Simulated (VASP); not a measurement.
# Ru (Pm-3m) in VASP: a series of runs

Ru is run at these levels: PBE; tasks: single point.

Program: VASP 6.6.1. These are calculated values, not measurements. Logs are shortened: lines on timing, memory, paths and dates and some standing lists are left out, and cuts for length are marked.

### 1 The cell of the first run

The structure is cubic, space group Pm-3m (No. 221). Conventional cell: a = 2.512 Å, b = 2.512 Å, c = 2.512 Å, α = 90.00°, β = 90.00°, γ = 90.00°. Within 3.3 Å of Ru (site symmetry m-3m) lie 6 Ru at 2.51 Å.

### 2 Single point, PBE

INCAR

```
ALGO     = Normal         # electronic algorithm
EDIFF    = 1E-6           # SCF threshold, eV
ENCUT    = 520            # plane-wave cutoff, eV
GGA      = PE             # functional
ISIF     = 2              # what is computed and relaxed
ISMEAR   = -1             # smearing method
LASPH    = True           # aspherical terms in the spheres
LCHARG   = False          # write CHGCAR
LREAL    = False          # projectors in reciprocal space
LWAVE    = False          # write WAVECAR
NBANDS   = 13             # bands
NELM     = 60             # most SCF steps
PREC     = Accurate       # precision mode
SIGMA    = 0.1            # smearing width, eV
```

KPOINTS

```
k-points
0
Gamma
  20 20 20
```

POSCAR

```
Ru
1.0
    2.5121506488      0.0000000000      0.0000000000
    0.0000000000      2.5121506488      0.0000000000
    0.0000000000      0.0000000000      2.5121506488
Ru
1
Direct
    0.0000000000      0.0000000000      0.0000000000
```

Potentials or basis: VASP PAW PBE potentials, release 64 (Ru_pv).

Command:

```sh
$ cat potpaw_PBE.64/Ru_pv/POTCAR > POTCAR
$ mpirun -np 1 vasp_std > vasp.out
```

OUTCAR:

```text
EDIFF = 1E-6
   ENCUT = 520
   GGA = PE
   ISIF = 2
   ISMEAR = -1
   LASPH = True
   LREAL = False
   NELM = 60
   PREC = Accurate

 ion  position               nearest neighbor table
   1  0.000  0.000  0.000-

  LATTYP: Found a simple cubic cell.
 ALAT       =     2.5121506488

  Lattice vectors:

 A1 = (   2.5121506488,   0.0000000000,   0.0000000000)
 A2 = (   0.0000000000,   2.5121506488,   0.0000000000)
 A3 = (   0.0000000000,   0.0000000000,   2.5121506488)

Analysis of symmetry for initial positions (statically):
=====================================================================
 Subroutine PRICEL returns:
 Original cell was already a primitive cell.

 Routine SETGRP: Setting up the symmetry group for a
 simple cubic supercell.

 Subroutine GETGRP returns: Found 48 space group operations
 (whereof 48 operations were pure point group operations)
 out of a pool of 48 trial point group operations.

The static configuration has the point symmetry O_h .

Analysis of symmetry for dynamics (positions and initial velocities):
=====================================================================
 Subroutine PRICEL returns:
 Original cell was already a primitive cell.

 Routine SETGRP: Setting up the symmetry group for a
 simple cubic supercell.

 Subroutine GETGRP returns: Found 48 space group operations
 (whereof 48 operations were pure point group operations)
 out of a pool of 48 trial point group operations.

The dynamic configuration has the point symmetry O_h .

 Subroutine INISYM returns: Found 48 space group operations
 (whereof 48 operations are pure point group operations),
 and found     1 'primitive' translations

----------------------------------------------------------------------------------------

                                     Primitive cell

  volume of cell :      15.8539

  direct lattice vectors                    reciprocal lattice vectors
     2.512150649  0.000000000  0.000000000     0.398065299  0.000000000  0.000000000
     0.000000000  2.512150649  0.000000000     0.000000000  0.398065299  0.000000000
     0.000000000  0.000000000  2.512150649     0.000000000  0.000000000  0.398065299

  length of vectors
     2.512150649  2.512150649  2.512150649     0.398065299  0.398065299  0.398065299

  position of ions in fractional coordinates (direct lattice)
     0.000000000  0.000000000  0.000000000

  ion indices of the primitive-cell ions
   primitive index   ion index
                 1           1

----------------------------------------------------------------------------------------

 KPOINTS: k-points

Automatic generation of k-mesh.
 Grid dimensions read from file:
 generate k-points for:   20   20   20

 Generating k-lattice:

  Cartesian coordinates                     Fractional coordinates (reciprocal lattice)
     0.019903265  0.000000000  0.000000000     0.050000000  0.000000000  0.000000000
     0.000000000  0.019903265  0.000000000     0.000000000  0.050000000  0.000000000
     0.000000000  0.000000000  0.019903265     0.000000000  0.000000000  0.050000000

  Length of vectors
     0.019903265  0.019903265  0.019903265

  Shift w.r.t. Gamma in fractional coordinates (k-lattice)
     0.000000000  0.000000000  0.000000000

 Subroutine IBZKPT returns following result:
 ===========================================

 Found    286 irreducible k-points:

 Following reciprocal coordinates:
            Coordinates               Weight
  0.000000  0.000000  0.000000      1.000000
  0.050000  0.000000  0.000000      6.000000
  0.100000  0.000000  0.000000      6.000000
  0.150000  0.000000  0.000000      6.000000
  0.200000  0.000000  0.000000      6.000000
  0.250000  0.000000  0.000000      6.000000
[... 16 lines left out ...]
  0.150000  0.100000  0.000000     24.000000
  0.200000  0.100000  0.000000     24.000000
 [... further k-points ...]
   k-points           NKPTS =    286   k-points in BZ     NKDIM =    286   number of bands    NBANDS=     13
   number of dos      NEDOS =    301   number of ions     NIONS =      1
   total plane-waves  NPLWV =   8000
   dimension x,y,z NGX =    20 NGY =   20 NGZ =   20
   dimension x,y,z NGXF=    40 NGYF=   40 NGZF=   40
   ions per type =               1
   NGX,Y,Z   is equivalent  to a cutoff of  13.24, 13.24, 13.24 a.u.
   NGXF,Y,Z  is equivalent  to a cutoff of  26.47, 26.47, 26.47 a.u.
 SYSTEM =  unknown system
   PREC   = accura    normal or accurate (medium, high low for compatibility)
   ISTART =      0    job   : 0-new  1-cont  2-samecut
   ICHARG =      2    charge: 1-file 2-atom 10-const
   ISPIN  =      1    spin polarized calculation?
   LNONCOLLINEAR =      F non collinear calculations
   LSORBIT =      F    spin-orbit coupling
   LASPH  =      T    aspherical Exc in radial PAW
   ENCUT  =  520.0 eV  38.22 Ry    6.18 a.u.   4.67  4.67  4.67*2*pi/ulx,y,z
   NELM   =     60;   NELMIN=  2; NELMDL= -5     # of ELM steps
   EDIFF  = 0.1E-05   stopping-criterion for ELM
   LREAL  =      F    real-space projection
[... 7 lines left out ...]
   TEBEG  =    0.0;   TEEND  =   0.0 temperature during run
   PSTRESS=    0.0 pullay stress
   NELECT =      14.0000    total number of electrons
   NUPDOWN=      -1.0000    fix difference up-down
   EMIN   =  10.00;   EMAX   =-10.00  energy-range for DOS
   EFERMI =   0.00;   METHOD = LEGACY
   ISMEAR =    -1;   SIGMA  =   0.10  broadening in eV -4-tet -1-fermi 0-gaus
   EFERMI_NEDOS =   21; number of points for ismear=-14 and -15
   IALGO  =     38    algorithm
   IMIX   =      4    mixing-type and parameters
     AMIX     =   0.40;   BMIX     =  1.00
     AMIX_MAG =   1.60;   BMIX_MAG =  1.00
  volume/ion in A,a.u.               =      15.85       106.99
  Fermi-wavevector in a.u.,A,eV,Ry     =   1.570623  2.968046 33.563603  2.466855
  Thomas-Fermi vector in A             =   2.672328
   LORBIT       =      0    0 simple, 1 ext, 2 COOP (PROOUT), +10 PAW based schemes
   GGA     = PE    functional components
   LHFCALC =     F    Hartree Fock is set to
   AEXX    =    0.0000 exact exchange contribution
   IVDW    =     0    specifies the selected vdW correction
   LEPSILON=     F    determine dielectric tensor
   LRPA    =     F    only Hartree local field effects (RPA)
 non-spin polarized calculation
  energy-cutoff  :      520.00
  volume of cell :       15.85
 maximum number of plane-waves:       449
 NGX is ok and might be reduce to    20
   NGX =  9   NGY =  9   NGZ =  9

 number of electron      13.9999997 magnetization

 Free energy of the ion-electron system (eV)
  ---------------------------------------------------
  ext. energy  EPLUGINS =         0.00000000
  ---------------------------------------------------
  free energy    TOTEN  =        -8.12517809 eV

  energy without entropy =       -8.07471982  energy(sigma->0) =       -8.09994895

 E-fermi :  10.4750     XC(G=0): -13.0143

 val. band max:       10.4736874242   @ k =   0.3500   0.3000   0.2000
 cond. band min:      10.4944256998   @ k =   0.3000   0.2000   0.1500
 fundamental gap:      0.0207382756
 Fermi energy:        10.4750494991

 k-point     1 :       0.0000    0.0000    0.0000
  band No.  band energies     occupation
      1     -31.9260      2.00000
      2     -31.9260      2.00000
      3     -31.9260      2.00000
      4       3.3576      2.00000
      5       5.1674      2.00000
      6       5.1674      2.00000
      7      12.0818      0.00000
      8      12.0818      0.00000
      9      12.0818      0.00000
     10      21.4180      0.00000
     11      27.1064      0.00000
     12      27.1064      0.00000
     13      27.1064      0.00000

 k-point     2 :       0.0500    0.0000    0.0000
  band No.  band energies     occupation
      1     -31.9529      2.00000
      2     -31.9237      2.00000
      3     -31.9237      2.00000
      4       3.4348      2.00000
      5       5.1842      2.00000
      6       5.2442      2.00000
      7      12.0016      0.00000
      8      12.0016      0.00000
      9      12.0878      0.00000
     10      21.4179      0.00000
     11      26.6138      0.00000
     12      27.2490      0.00000
     13      27.2490      0.00000

 k-point     3 :       0.1000    0.0000    0.0000
  band No.  band energies     occupation
      1     -32.0304      2.00000
      2     -31.9172      2.00000
      3     -31.9172      2.00000
      4       3.6522      2.00000
      5       5.2334      2.00000
      6       5.4807      2.00000
      7      11.7760      0.00000
      8      11.7760      0.00000
      9      12.1055      0.00000
     10      21.4179      0.00000
     11      25.4510      0.00000
     12      27.6593      0.00000
     13      27.6593      0.00000
[... 305 lines left out ...]
 k-point    23 :       0.1500    0.1000    0.0000
  band No.  band energies     occupation
      1     -32.1406      2.00000
      2     -32.0101      2.00000
      3     -31.8982      2.00000
      4       4.2642      2.00000
      5       5.5511      2.00000
      6       6.0123      2.00000
      7      11.1235      0.00305
      8      11.4620      0.00010
      9      11.8487      0.00000
     10      21.4178      0.00000
     11      24.4954      0.00000
     12      26.4431      0.00000
     13      28.8528      0.00000

 k-point    24 :       0.2000    0.1000    0.0000
  band No.  band energies     occupation
      1     -32.2885      2.00000
      2     -31.9967      2.00000
      3     -31.8854      2.00000
      4       4.6257      2.00000
      5       5.6672      2.00000
      6       6.5702      2.00000
      7      10.7440      0.12718
      8      11.0781      0.00480
      9      11.8844      0.00000
     10      21.4174      0.00000
     11      23.0556      0.00000
     12      27.0433      0.00000
     13      29.6555      0.00000

 [... further k-points ...]

------------------------ aborting loop because EDIFF is reached ----------------------------------------

  FORCE on cell =-STRESS in cart. coord.  units (eV):
  Direction    XX          YY          ZZ          XY          YZ          ZX
  --------------------------------------------------------------------------------------
  -------------------------------------------------------------------------------------
  Total        0.0093862      0.0093862      0.0093862     -0.0000000     -0.0000000      0.0000000
  in kB        0.9485572      0.9485572      0.9485572     -0.0000000     -0.0000000      0.0000000
  external PRESSURE =       0.9485572 kB  Pullay stress =       0.0000000 kB

 VOLUME and BASIS-vectors are now :
 -----------------------------------------------------------------------------
  energy-cutoff  :      520.00
  volume of cell :       15.85
      direct lattice vectors                 reciprocal lattice vectors
     2.512150649  0.000000000  0.000000000     0.398065299  0.000000000  0.000000000
     0.000000000  2.512150649  0.000000000     0.000000000  0.398065299  0.000000000
     0.000000000  0.000000000  2.512150649     0.000000000  0.000000000  0.398065299

 POSITION                                       TOTAL-FORCE (eV/Angst)
 -----------------------------------------------------------------------------------
      0.00000      0.00000      0.00000         0.000000      0.000000      0.000000
 -----------------------------------------------------------------------------------
    total drift:                                0.000000      0.000000      0.000000

  FREE ENERGIE OF THE ION-ELECTRON SYSTEM (eV)
  ---------------------------------------------------
  free  energy   TOTEN  =        -8.1251780871 eV

  energy  without entropy=       -8.0747198194  energy(sigma->0) =       -8.09994895
```

It took 21 s on 1 thread of Intel Xeon Platinum 8488C (Sapphire Rapids), shared host; peak memory 0.16 GiB.

What came out:

```yaml
Free_energy: -8.1252 eV
Pressure: 0.1 GPa
Band_gap_on_the_k_mesh: zero (band 7 reaches 14.14 eV, above the bottom of band 8 at 9.37 eV)
```

Levels at points of the mesh, in eV from the Fermi level:
```tsv
k point	band 5	band 6	band 7	band 8	band 9	band 10
(0.00, 0.00, 0.00)	-5.31	-5.31	1.61	1.61	1.61	10.94
(0.50, 0.00, 0.00)	-4.43	-0.99	-0.99	-0.23	1.86	7.31
(0.50, 0.50, 0.00)	-3.58	-0.48	-0.48	3.50	5.67	5.67
(0.50, 0.50, 0.50)	-4.68	-4.68	3.67	3.67	9.18	10.94
```

### 3 Single point, PBE, collinear spin, ferromagnetic start

INCAR

```
SYSTEM = Ru
  PREC = Accurate
  ENCUT = 520
  EDIFF = 1E-6
  ISMEAR = -1
  SIGMA = 0.05
  LREAL = .FALSE.
  LASPH = .TRUE.
  NELM = 150
  ALGO = Normal
  ISIF = 2
  LWAVE = .FALSE.
  LCHARG = .FALSE.
  ISPIN = 2
  MAGMOM = 1
  LORBIT = 11
  LMAXMIX = 4
  GGA = PE
  NBANDS = 17
```

KPOINTS

```
Automatic mesh
0
G
  13 13 13
  0 0 0
```

POSCAR

```
Ru
1.0
    2.5109503120      0.0000000000      0.0000000000
    0.0000000000      2.5109503120      0.0000000000
    0.0000000000      0.0000000000      2.5109503120
Ru
1
Direct
    0.0000000000      0.0000000000      0.0000000000
```

Potentials or basis: VASP PAW PBE potentials, release 64 (Ru_pv).

Command:

```sh
$ cat potpaw_PBE.64/Ru_pv/POTCAR > POTCAR
$ mpirun -np 1 vasp_std > vasp.out
```

Wall time 14 s (1 thread of Intel Xeon 6975P-C (Granite Rapids), shared host); peak memory 0.15 GiB.

The run converged. Its results:

| Quantity | Value |
| --- | --- |
| Free energy | -8.1054 eV |
| Pressure | -0.1 GPa |
| Band gap on the k mesh | zero (filled and empty bands overlap) |
| Net moment | 0.00 μB per cell |
| Valence electrons inside the program's atomic spheres | Ru 12.67 |

Levels at points of the mesh, in eV from the Fermi level:
Spin up:
```csv
k point,band 3,band 4,band 5,band 6,band 7,band 8,band 9,band 10,band 11,band 12
"(0.00, 0.00, 0.00)",-42.41,-7.13,-5.32,-5.32,1.60,1.60,1.60,10.93,16.64,16.64
```
Spin down:
| k point | band 5 | band 6 | band 7 | band 8 | band 9 | band 10 |
| --- | --- | --- | --- | --- | --- | --- |
| (0.00, 0.00, 0.00) | -5.32 | -5.32 | 1.60 | 1.60 | 1.60 | 10.93 |
